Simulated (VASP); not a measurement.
# ZnO (I4/mmm) in VASP: further runs

ZnO is run at these levels: LDA; tasks: single point.

Program: VASP 6.6.1. These are calculated values, not measurements. Logs are shortened: lines on timing, memory, paths and dates and some standing lists are left out, and cuts for length are marked.

### 1 The cell of the first run

The structure is tetragonal, space group I4/mmm (No. 139). The conventional cell has a = 2.991 Å, b = 2.991 Å, c = 4.339 Å, α = 90.00°, β = 90.00°, γ = 90.00°. Within 2.8 Å of Zn (site symmetry 4/mmm) lie 6 O at 2.12 to 2.17 Å. O (site symmetry 4/mmm) has 6 Zn at 2.12 to 2.17 Å within 2.8 Å.

### 2 Single point, LDA (strain -0.025 along x and y, +0.000 along z)

INCAR

```
SYSTEM = ZnO
PREC = Accurate ; ENCUT = 520
EDIFF = 1E-6 ; ISMEAR = 0
SIGMA = 0.05 ; LREAL = .False.
LASPH = .True. ; NELM = 80
ALGO = Normal ; ISIF = 2
LWAVE = .False. ; LCHARG = .False.
NBANDS = 16
```

KPOINTS

```
regular mesh
0
Gamma
  12 12 12
  0 0 0
```

POSCAR

```
ZnO
1.0
    0.0000000000      2.1152059500      2.1694420000
    2.1152059500      0.0000000000      2.1694420000
    2.1152059500      2.1152059500      0.0000000000
Zn O
1 1
Direct
    0.0000000000      0.0000000000      0.0000000000
    0.5000000000      0.5000000000      0.5000000000
```

Potentials or basis: VASP PAW LDA potentials, release 64 (Zn, O).

Started as:

```
$ cat potpaw_LDA.64/Zn/POTCAR potpaw_LDA.64/O/POTCAR > POTCAR
$ mpirun -np 1 vasp_std > vasp.out
```

OUTCAR:

```text
SYSTEM = ZnO
   PREC = Accurate
   ENCUT = 520
   EDIFF = 1E-6
   ISMEAR = 0
   LREAL = .False.
   LASPH = .True.
   NELM = 80
   ISIF = 2

 ion  position               nearest neighbor table
   1  0.000  0.000  0.000-   2 2.12   2 2.12   2 2.12   2 2.12   2 2.17   2 2.17
   2  0.500  0.500  0.500-   1 2.12   1 2.12   1 2.12   1 2.12   1 2.17   1 2.17

  LATTYP: Found a body centered tetragonal cell.
 ALAT       =     2.9913529417
 C/A-ratio  =     1.4504754486

  Lattice vectors:

 A1 = (  -2.1152059500,   0.0000000000,   2.1694420000)
 A2 = (   2.1152059500,   0.0000000000,   2.1694420000)
 A3 = (   0.0000000000,   2.1152059500,  -2.1694420000)

Analysis of symmetry for initial positions (statically):
=====================================================================
 Subroutine PRICEL returns:
 Original cell was already a primitive cell.

 Routine SETGRP: Setting up the symmetry group for a
 body centered tetragonal supercell.

 Subroutine GETGRP returns: Found 16 space group operations
 (whereof 16 operations were pure point group operations)
 out of a pool of 16 trial point group operations.

The static configuration has the point symmetry D_4h.

Analysis of symmetry for dynamics (positions and initial velocities):
=====================================================================
 Subroutine PRICEL returns:
 Original cell was already a primitive cell.

 Routine SETGRP: Setting up the symmetry group for a
 body centered tetragonal supercell.

 Subroutine GETGRP returns: Found 16 space group operations
 (whereof 16 operations were pure point group operations)
 out of a pool of 16 trial point group operations.

The dynamic configuration has the point symmetry D_4h.

 Subroutine INISYM returns: Found 16 space group operations
 (whereof 16 operations are pure point group operations),
 and found     1 'primitive' translations

----------------------------------------------------------------------------------------

                                     Primitive cell

  volume of cell :      19.4126

  direct lattice vectors                    reciprocal lattice vectors
     0.000000000  2.115205950  2.169442000    -0.236383601  0.236383601  0.230474011
     2.115205950  0.000000000  2.169442000     0.236383601 -0.236383601  0.230474011
     2.115205950  2.115205950  0.000000000     0.236383601  0.236383601 -0.230474011

  length of vectors
     3.029946337  3.029946337  2.991352942     0.406045175  0.406045175  0.406045175

  position of ions in fractional coordinates (direct lattice)
[... 75 lines left out ...]
   LSORBIT =      F    spin-orbit coupling
   LASPH  =      T    aspherical Exc in radial PAW
   ENCUT  =  520.0 eV  38.22 Ry    6.18 a.u.   5.63  5.63  5.56*2*pi/ulx,y,z
   NELM   =     80;   NELMIN=  2; NELMDL= -5     # of ELM steps
   EDIFF  = 0.1E-05   stopping-criterion for ELM
   LREAL  =      F    real-space projection
   EDIFFG = 0.1E-04   stopping-criterion for IOM
   NSW    =      0    number of steps for IOM
   IBRION =     -1    ionic relax: 0-MD 1-quasi-New 2-CG
   NFREE  =      0    steps in history (QN), initial steepest desc. (CG)
   ISIF   =      2    stress and relaxation
   ISYM   =      2    0-nonsym 1-usesym 2-fastsym
   POTIM  = 0.5000    time-step for ionic-motion
   TEBEG  =    0.0;   TEEND  =   0.0 temperature during run
   PSTRESS=    0.0 pullay stress
   NELECT =      18.0000    total number of electrons
   NUPDOWN=      -1.0000    fix difference up-down
   EMIN   =  10.00;   EMAX   =-10.00  energy-range for DOS
   EFERMI =   0.00;   METHOD = LEGACY
   ISMEAR =     0;   SIGMA  =   0.05  broadening in eV -4-tet -1-fermi 0-gaus
   EFERMI_NEDOS =   21; number of points for ismear=-14 and -15
   IALGO  =     38    algorithm
   IMIX   =      4    mixing-type and parameters
     AMIX     =   0.40;   BMIX     =  1.00
     AMIX_MAG =   1.60;   BMIX_MAG =  1.00
  volume/ion in A,a.u.               =       9.71        65.50
  Fermi-wavevector in a.u.,A,eV,Ry     =   1.596386  3.016732 34.673739  2.548448
  Thomas-Fermi vector in A             =   2.694157
   LORBIT       =      0    0 simple, 1 ext, 2 COOP (PROOUT), +10 PAW based schemes
   GGA     = CA    functional components
   LHFCALC =     F    Hartree Fock is set to
   AEXX    =    0.0000 exact exchange contribution
   IVDW    =     0    specifies the selected vdW correction
   LEPSILON=     F    determine dielectric tensor
   LRPA    =     F    only Hartree local field effects (RPA)
 non-spin polarized calculation
 Gauss-broadening in eV      SIGMA  =   0.05
  energy-cutoff  :      520.00
  volume of cell :       19.41
 maximum number of plane-waves:       540
   NGX = 11   NGY = 11   NGZ = 11

 number of electron      17.9999998 magnetization

 Free energy of the ion-electron system (eV)
  ---------------------------------------------------
  ext. energy  EPLUGINS =         0.00000000
  ---------------------------------------------------
  free energy    TOTEN  =       -10.35054264 eV

  energy without entropy =      -10.35054264  energy(sigma->0) =      -10.35054264

 E-fermi :   2.8622     XC(G=0): -12.8466

 val. band max:        2.6379858195   @ k =   0.5000   0.0000   0.0000
 cond. band min:       3.4891384692   @ k =   0.0000   0.0000   0.0000
 fundamental gap:      0.8511526497
 Fermi energy:         2.8622440346

 k-point     1 :       0.0000    0.0000    0.0000
  band No.  band energies     occupation
      1     -15.8721      2.00000
      2      -2.4506      2.00000
      3      -2.4096      2.00000
      4      -2.4096      2.00000
      5      -2.2293      2.00000
      6      -2.1766      2.00000
[... 433 lines left out ...]
      3      -3.2993      2.00000
      4      -3.2960      2.00000
      5      -2.0069      2.00000
      6      -1.9767      2.00000
[... 8 lines left out ...]
     15      25.3722      0.00000
     16      26.3108      0.00000

 [... further k-points ...]
[... 5 lines left out ...]
  --------------------------------------------------------------------------------------
  -------------------------------------------------------------------------------------
  Total       -0.5936908     -0.5936908     -0.8588977      0.0000000      0.0000000      0.0000000
  in kB      -48.9990408    -48.9990408    -70.8873348      0.0000000      0.0000000      0.0000000
  external PRESSURE =     -56.2951388 kB  Pullay stress =       0.0000000 kB

 VOLUME and BASIS-vectors are now :
 -----------------------------------------------------------------------------
  energy-cutoff  :      520.00
  volume of cell :       19.41
      direct lattice vectors                 reciprocal lattice vectors
     0.000000000  2.115205950  2.169442000    -0.236383601  0.236383601  0.230474011
     2.115205950  0.000000000  2.169442000     0.236383601 -0.236383601  0.230474011
     2.115205950  2.115205950  0.000000000     0.236383601  0.236383601 -0.230474011

 POSITION                                       TOTAL-FORCE (eV/Angst)
 -----------------------------------------------------------------------------------
      0.00000      0.00000      0.00000         0.000000      0.000000      0.000000
      2.11521      2.11521      2.16944         0.000000      0.000000     -0.000000
 -----------------------------------------------------------------------------------
    total drift:                                0.000000     -0.000000     -0.000000

  FREE ENERGIE OF THE ION-ELECTRON SYSTEM (eV)
  ---------------------------------------------------
  free  energy   TOTEN  =       -10.3505426419 eV

  energy  without entropy=      -10.3505426419  energy(sigma->0) =      -10.35054264
```

OSZICAR:

```text
N       E                     dE             d eps       ncg     rms          rms(c)
DAV:   1     0.879629830534E+02    0.87963E+02   -0.97372E+03  5552   0.175E+03
DAV:   2    -0.743305501516E+01   -0.95396E+02   -0.86457E+02  5840   0.296E+02
DAV:   3    -0.117386268345E+02   -0.43056E+01   -0.42907E+01  6040   0.635E+01
DAV:   4    -0.117570222263E+02   -0.18395E-01   -0.18394E-01  6360   0.414E+00
DAV:   5    -0.117570769405E+02   -0.54714E-04   -0.54714E-04  6216   0.215E-01    0.934E+00
DAV:   6    -0.103967224389E+02    0.13604E+01   -0.25562E+00  7984   0.502E+01    0.658E+00
DAV:   7    -0.103756746800E+02    0.21048E-01   -0.45793E-01  6168   0.112E+01    0.363E+00
DAV:   8    -0.103533822166E+02    0.22292E-01   -0.77904E-02  5680   0.252E+00    0.566E-01
DAV:   9    -0.103505133660E+02    0.28689E-02   -0.51282E-03  7816   0.132E+00    0.902E-02
DAV:  10    -0.103505438277E+02   -0.30462E-04   -0.95968E-04  5440   0.265E-01    0.446E-02
DAV:  11    -0.103505427378E+02    0.10900E-05   -0.10973E-05  6512   0.359E-02    0.310E-03
DAV:  12    -0.103505426419E+02    0.95901E-07   -0.88255E-07  3576   0.171E-02
   1 F= -.10350543E+02 E0= -.10350543E+02  d E =-.121288E-12
```

It took 30 s on 1 thread of Intel Xeon 6455B, shared host; peak memory 0.16 GiB.

What came out:

* Free energy: -10.3505 eV
* Pressure: -5.6 GPa
* Band gap on the k mesh: 0.85 eV, indirect (least direct gap 2.24 eV)

Stress tensor (GPa, compression positive):
```
-4.90  0.00  0.00
 0.00 -4.90  0.00
 0.00  0.00 -7.09
```

Caveat: the cell differs from its parent crystal (strain -0.025 along x and y, +0.000 along z). A k mesh can miss the band edges.

### 3 Single point, LDA (strain +0.000 along x and y, -0.025 along z)

INCAR

```
PREC = Accurate
ENCUT = 520
EDIFF = 1E-6
ISMEAR = 0
SIGMA = 0.05
LREAL = F
LASPH = T
NELM = 100
ALGO = Normal
ISIF = 2
LWAVE = F
LCHARG = T
GGA = CA
LELF = T
LVHAR = T
NBANDS = 16
```

KPOINTS

```
Automatic mesh
0
Gamma
  12 12 12
```

POSCAR

```
ZnO
1.0
    0.0000000000      2.1694420000      2.1152059500
    2.1694420000      0.0000000000      2.1152059500
    2.1694420000      2.1694420000      0.0000000000
Zn O
1 1
Direct
    0.0000000000      0.0000000000      0.0000000000
    0.5000000000      0.5000000000      0.5000000000
```

Potentials or basis: VASP PAW LDA potentials, release 64 (Zn, O).

Started as:

```
$ cat potpaw_LDA.64/Zn/POTCAR potpaw_LDA.64/O/POTCAR > POTCAR
$ mpirun -np 1 vasp_std > vasp.out
```

Run time: 31 s. Hardware: 1 thread of Intel Xeon 6455B, shared host; peak memory 0.17 GiB.

It converged, with:

```
Free energy            : -10.3267 eV
Pressure               : -9.9 GPa
Band gap on the k mesh : 0.74 eV, indirect (least direct gap 2.07 eV)
```

Stress tensor (GPa, compression positive):
```
-10.50   0.00   0.00
  0.00 -10.50   0.00
  0.00   0.00  -8.85
```

Levels at points of the mesh, in eV from the valence-band top:
| k point | band 5 | band 6 | band 7 | band 8 | band 9 | band 10 | band 11 | band 12 | band 13 | band 14 |
| --- | --- | --- | --- | --- | --- | --- | --- | --- | --- | --- |
| (0.00, 0.00, 0.00) | -4.82 | -4.78 | -1.47 | -1.33 | -1.33 | 0.74 | 17.64 | 17.64 | 17.76 | 18.06 |
| (0.50, 0.00, 0.00) | -4.61 | -4.58 | -3.75 | -0.14 | 0.00 | 5.23 | 8.75 | 12.16 | 12.69 | 18.90 |
| (0.50, 0.50, 0.00) | -4.47 | -4.47 | -4.12 | -2.86 | -2.86 | 3.86 | 10.60 | 10.85 | 14.73 | 14.73 |
| (0.50, 0.00, 0.50) | -4.50 | -4.46 | -4.17 | -2.90 | -2.65 | 3.89 | 10.25 | 11.16 | 14.80 | 15.31 |

Caveat: the cell differs from its parent crystal (strain +0.000 along x and y, -0.025 along z).

### 4 Single point, LDA (strain -0.025 along x and y, +0.025 along z)

INCAR

```
SYSTEM = ZnO
ALGO     = Normal         ! electronic algorithm
EDIFF    = 1E-6           ! SCF threshold, eV
ENCUT    = 520            ! plane-wave cutoff, eV
ISIF     = 2              ! what is computed and relaxed
ISMEAR   = 0              ! smearing method
LASPH    = .TRUE.         ! aspherical terms in the spheres
LCHARG   = .FALSE.        ! write CHGCAR
LREAL    = .FALSE.        ! projectors in reciprocal space
LWAVE    = .FALSE.        ! write WAVECAR
NBANDS   = 16             ! bands
NELM     = 80             ! most SCF steps
PREC     = Accurate       ! precision mode
SIGMA    = 0.05           ! smearing width, eV
```

KPOINTS

```
k-points
0
G
  12 12 12
  0 0 0
```

POSCAR

```
ZnO
1.0
    0.0000000000      2.1152059500      2.2236780500
    2.1152059500      0.0000000000      2.2236780500
    2.1152059500      2.1152059500      0.0000000000
Zn O
1 1
Direct
    0.0000000000      0.0000000000      0.0000000000
    0.5000000000      0.5000000000      0.5000000000
```

Potentials or basis: VASP PAW LDA potentials, release 64 (Zn, O).

Started as:

```
$ cat potpaw_LDA.64/Zn/POTCAR potpaw_LDA.64/O/POTCAR > POTCAR
$ mpirun -np 1 vasp_std > vasp.out
```

OUTCAR:

```text
SYSTEM = ZnO
   EDIFF = 1E-6
   ENCUT = 520
   ISIF = 2
   ISMEAR = 0
   LASPH = .TRUE.
   LREAL = .FALSE.
   NELM = 80
   PREC = Accurate

 ion  position               nearest neighbor table
   1  0.000  0.000  0.000-   2 2.12   2 2.12   2 2.12   2 2.12   2 2.22   2 2.22
   2  0.500  0.500  0.500-   1 2.12   1 2.12   1 2.12   1 2.12   1 2.22   1 2.22

  LATTYP: Found a body centered tetragonal cell.
 ALAT       =     2.9913529417
 C/A-ratio  =     1.4867373348

  Lattice vectors:

 A1 = (  -2.1152059500,   0.0000000000,   2.2236780500)
 A2 = (   2.1152059500,   0.0000000000,   2.2236780500)
 A3 = (   0.0000000000,   2.1152059500,  -2.2236780500)

Analysis of symmetry for initial positions (statically):
=====================================================================
 Subroutine PRICEL returns:
 Original cell was already a primitive cell.

 Routine SETGRP: Setting up the symmetry group for a
 body centered tetragonal supercell.

 Subroutine GETGRP returns: Found 16 space group operations
 (whereof 16 operations were pure point group operations)
 out of a pool of 16 trial point group operations.

The static configuration has the point symmetry D_4h.

Analysis of symmetry for dynamics (positions and initial velocities):
=====================================================================
 Subroutine PRICEL returns:
 Original cell was already a primitive cell.

 Routine SETGRP: Setting up the symmetry group for a
 body centered tetragonal supercell.

 Subroutine GETGRP returns: Found 16 space group operations
 (whereof 16 operations were pure point group operations)
 out of a pool of 16 trial point group operations.

The dynamic configuration has the point symmetry D_4h.

 Subroutine INISYM returns: Found 16 space group operations
 (whereof 16 operations are pure point group operations),
 and found     1 'primitive' translations

----------------------------------------------------------------------------------------

[... 112 lines left out ...]
     AMIX_MAG =   1.60;   BMIX_MAG =  1.00
  volume/ion in A,a.u.               =       9.95        67.14
  Fermi-wavevector in a.u.,A,eV,Ry     =   1.583300  2.992003 34.107621  2.506839
  Thomas-Fermi vector in A             =   2.683092
   LORBIT       =      0    0 simple, 1 ext, 2 COOP (PROOUT), +10 PAW based schemes
   GGA     = CA    functional components
   LHFCALC =     F    Hartree Fock is set to
   AEXX    =    0.0000 exact exchange contribution
   IVDW    =     0    specifies the selected vdW correction
   LEPSILON=     F    determine dielectric tensor
   LRPA    =     F    only Hartree local field effects (RPA)
 non-spin polarized calculation
 Gauss-broadening in eV      SIGMA  =   0.05
  energy-cutoff  :      520.00
  volume of cell :       19.90
 maximum number of plane-waves:       548
   NGX = 11   NGY = 11   NGZ = 11

 number of electron      18.0000002 magnetization

 Free energy of the ion-electron system (eV)
  ---------------------------------------------------
  ext. energy  EPLUGINS =         0.00000000
  ---------------------------------------------------
  free energy    TOTEN  =       -10.32257958 eV

  energy without entropy =      -10.32257958  energy(sigma->0) =      -10.32257958

 E-fermi :   2.6666     XC(G=0): -12.7041

 val. band max:        2.4478748539   @ k =   0.5000   0.0000   0.0000
 cond. band min:       3.1294810772   @ k =   0.0000   0.0000   0.0000
 fundamental gap:      0.6816062233
 Fermi energy:         2.6666021139

 k-point     1 :       0.0000    0.0000    0.0000
  band No.  band energies     occupation
      1     -15.9121      2.00000
      2      -2.6925      2.00000
      3      -2.6154      2.00000
      4      -2.6154      2.00000
      5      -2.4880      2.00000
      6      -2.3842      2.00000
[... 433 lines left out ...]
      3      -3.4794      2.00000
      4      -3.4580      2.00000
      5      -2.2547      2.00000
      6      -2.2083      2.00000
[... 8 lines left out ...]
     15      24.6684      0.00000
     16      25.9360      0.00000

 [... further k-points ...]

------------------------ aborting loop because EDIFF is reached ----------------------------------------

  FORCE on cell =-STRESS in cart. coord.  units (eV):
  Direction    XX          YY          ZZ          XY          YZ          ZX
  --------------------------------------------------------------------------------------
  -------------------------------------------------------------------------------------
  Total       -1.0267760     -1.0267760     -1.4258953      0.0000000      0.0000000      0.0000000
  in kB      -82.6759245    -82.6759245   -114.8129828      0.0000000      0.0000000      0.0000000
  external PRESSURE =     -93.3882773 kB  Pullay stress =       0.0000000 kB

 VOLUME and BASIS-vectors are now :
 -----------------------------------------------------------------------------
  energy-cutoff  :      520.00
  volume of cell :       19.90
      direct lattice vectors                 reciprocal lattice vectors
     0.000000000  2.115205950  2.223678050    -0.236383601  0.236383601  0.224852694
     2.115205950  0.000000000  2.223678050     0.236383601 -0.236383601  0.224852694
     2.115205950  2.115205950  0.000000000     0.236383601  0.236383601 -0.224852694

 POSITION                                       TOTAL-FORCE (eV/Angst)
 -----------------------------------------------------------------------------------
      0.00000      0.00000      0.00000         0.000000      0.000000      0.000000
      2.11521      2.11521      2.22368         0.000000     -0.000000     -0.000000
 -----------------------------------------------------------------------------------
    total drift:                                0.000000     -0.000000     -0.000000

  FREE ENERGIE OF THE ION-ELECTRON SYSTEM (eV)
  ---------------------------------------------------
  free  energy   TOTEN  =       -10.3225795808 eV

  energy  without entropy=      -10.3225795808  energy(sigma->0) =      -10.32257958
```

stdout:

```text
POSCAR found type information on POSCAR ZnO
 POSCAR found :  2 types and       2 ions
 scaLAPACK will be used
 LDA part: xc-table for (Slater(with rela. corr.)+CA(PZ))
 , standard interpolation
 POSCAR, INCAR and KPOINTS ok, starting setup
 FFT: planning ... GRIDC
 FFT: planning ... GRID_SOFT
 FFT: planning ... GRID
 WAVECAR not read
 entering main loop
```

Run time: 28 s. Hardware: 1 thread of Intel Xeon 6455B, shared host; peak memory 0.16 GiB.

What came out:

* Free energy: -10.3226 eV
* Pressure: -9.3 GPa
* Band gap on the k mesh: 0.68 eV, indirect (least direct gap 1.98 eV)

Levels at points of the mesh, in eV from the valence-band top:
```tsv
k point	band 7	band 8	band 9	band 10	band 11	band 12
(0.00, 0.00, 0.00)	-1.55	-1.55	-1.30	0.68	17.47	17.66
(0.50, 0.00, 0.00)	-3.82	-0.29	0.00	5.15	8.69	11.89
(0.50, 0.50, 0.00)	-4.30	-2.78	-2.78	3.87	9.84	11.40
(0.50, 0.00, 0.50)	-4.18	-3.19	-2.70	3.81	10.52	10.79
```

Caveat: the cell differs from its parent crystal (strain -0.025 along x and y, +0.025 along z). A k mesh can miss the band edges.

### 5 Overview

| cell | gap on the mesh (eV) | pressure (GPa) |
| --- | --- | --- |
| a = 3.030, b = 3.030, c = 2.991 Å, angles 60.4, 60.4, 59.2°, 2 atoms | 0.85 | -5.6 |
| a = 3.030, b = 3.030, c = 3.068 Å, angles 59.6, 59.6, 60.8°, 2 atoms | 0.74 | -9.9 |
| a = 3.069, b = 3.069, c = 2.991 Å, angles 60.8, 60.8, 58.3°, 2 atoms | 0.68 | -9.3 |

Alike in all rows: task single point; level LDA; potentials or basis VASP PAW LDA potentials, release 64 (Zn, O); no spin polarisation; k mesh 12 × 12 × 12; cutoff (eV) 520; smearing gaussian 0.05 eV.

Absolute energies hang on the potentials; compare differences alone.
